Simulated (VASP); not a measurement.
A run of VASP 6.6.1:

POSCAR

```
BaTiO3
1.0
    2.9252552938      1.6397057586      2.3314328269
   -2.9252552938      1.6397057586      2.3314328269
    0.0000000000     -3.2794115171      2.3314328269
Ba Ti O
1 1 3
Direct
    0.0027851043      0.0027851043      0.0027851043
    0.5162478494      0.5162478494      0.5162478494
    0.4897536543      0.4897536543      0.9801597377
    0.4897536543      0.9801597377      0.4897536543
    0.9801597377      0.4897536543      0.4897536543
```

The input INCAR.step1:

```
PREC = Accurate ; ENCUT = 520
ISMEAR = 0 ; SIGMA = 0.05
LREAL = F ; LASPH = T
NELM = 80 ; NBANDS = 28
GGA = PE ; ALGO = Normal
EDIFF = 1E-4 ; LWAVE = T
LCHARG = F
```

File INCAR.step2:

```
PREC = Accurate ; ENCUT = 520
EDIFF = 1E-6 ; ISMEAR = 0
SIGMA = 0.05 ; LREAL = F
LASPH = T ; NELM = 80
ALGO = Normal ; ISIF = 2
LWAVE = F ; LCHARG = F
METAGGA = R2SCAN ; LMIXTAU = T
NBANDS = 28 ; ISTART = 1
```

The input KPOINTS:

```
regular mesh
0
Gamma
  6 6 6
```

Potentials or basis: VASP PAW PBE potentials, release 64 (Ba_sv, Ti_sv, O).

Launch:

```console
$ cat potpaw_PBE.64/Ba_sv/POTCAR potpaw_PBE.64/Ti_sv/POTCAR potpaw_PBE.64/O/POTCAR > POTCAR
$ cp INCAR.step1 INCAR
$ mpirun -np 1 vasp_std > vasp.out
$ cp INCAR.step2 INCAR
$ mpirun -np 1 vasp_std > vasp.out
```

Hardware: 1 thread of Intel Xeon 8259CL, with other jobs on the host.

**Question.** How long does it take, and how much memory?

**Answer.** Run time: 8.3 min on 1 thread of Intel Xeon 8259CL (shared host), peak memory 0.26 GiB. Counts: k points 68.
